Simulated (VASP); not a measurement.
A run of VASP 6.6.1:

File INCAR:

```
SYSTEM = Ge
PREC = Accurate
ENCUT = 520
EDIFF = 1E-6
ISMEAR = 0
SIGMA = 0.15
LREAL = .FALSE.
LASPH = .TRUE.
NELM = 60
ALGO = Normal
ISIF = 2
LWAVE = .FALSE.
LCHARG = .TRUE.
GGA = PE
LELF = .TRUE.
LVHAR = .TRUE.
NBANDS = 21
```

KPOINTS

```
Automatic mesh
0
G
  14 14 14
  0 0 0
```

Contents of POSCAR:

```
Ge
1.0
   -0.0864160431      2.8805347716      2.8517294239
    2.8805347716     -0.0864160431      2.8517294239
    2.7941187285      2.7941187285      0.0000000000
Ge
2
Direct
    0.5000000000      0.5000000000      0.5000000000
    0.7500000000      0.7500000000      0.7500000000
```

Potentials or basis: VASP PAW PBE potentials, release 64 (Ge_d).

Launch:

```console
$ cat potpaw_PBE.64/Ge_d/POTCAR > POTCAR
$ mpirun -np 1 vasp_std > vasp.out
```

Hardware: 1 thread of Intel(R) Xeon(R) 6975P-C (Granite Rapids), on a shared host.

Problem. How long does it take, and how much memory?

Solution. It took 3 min on 1 thread of Intel(R) Xeon(R) 6975P-C (Granite Rapids) (shared host), peak memory 0.41 GiB. Counts: scf iterations 12, k points 428.
